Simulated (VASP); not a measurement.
## CoSi2 (MoSi2 type): single point with PBE

CoSi2 (MoSi2 type):

```xyz
3
Lattice="-1.5231 1.5231 3.4240 1.5231 -1.5231 3.4240 1.5231 1.5231 -3.4240" Properties=species:S:1:pos:R:3 pbc="T T T"
Co    0.0000    0.0000    0.0000
Si    0.0000    0.0000    2.2940
Si    0.0000    0.0000   -2.2940
```

This cell differs from its parent crystal: volume scaled by 0.88.

- Program: VASP 6.6.1
- Task: single point
- Functional: PBE
- Potentials or basis: VASP PAW PBE potentials, release 64 (Co, Si)
- Cutoff: 520 eV
- k mesh: 14 × 14 × 14
- Occupations: fermi-dirac, width 0.05 eV
- Spin: no spin polarisation

```yaml
Pressure: 29.0 GPa
Largest_force: 0.004 eV/Å
```

Forces in eV/Å, atoms in the order of the input:
```
Co   0.000  0.000  0.000
Si   0.000  0.000  0.004
Si   0.000  0.000 -0.004
```

Stress tensor (GPa, compression positive):
```
28.91  0.00  0.00
 0.00 28.91  0.00
 0.00  0.00 29.22
```

Levels at points of the mesh, in eV from the Fermi level:
| k point | band 7 | band 8 | band 9 | band 10 | band 11 | band 12 |
| --- | --- | --- | --- | --- | --- | --- |
| (0.00, 0.00, 0.00) | -2.14 | 0.45 | 2.39 | 2.39 | 2.46 | 2.46 |
| (0.50, 0.00, 0.00) | -2.61 | -1.27 | 0.86 | 2.68 | 4.09 | 4.47 |
| (0.50, 0.50, 0.00) | -3.50 | -1.26 | -0.91 | 0.08 | 0.68 | 4.30 |
| (0.50, 0.50, 0.50) | -2.05 | -1.88 | -1.88 | 3.59 | 3.61 | 8.81 |

It took 100 s on 1 thread of AMD EPYC 9R45 96-Core Processor (Zen 5), with other jobs on the host, peak memory 0.23 GiB.

 Spin polarisation is off, so any magnetic state and its effect on volume and gap are missing.
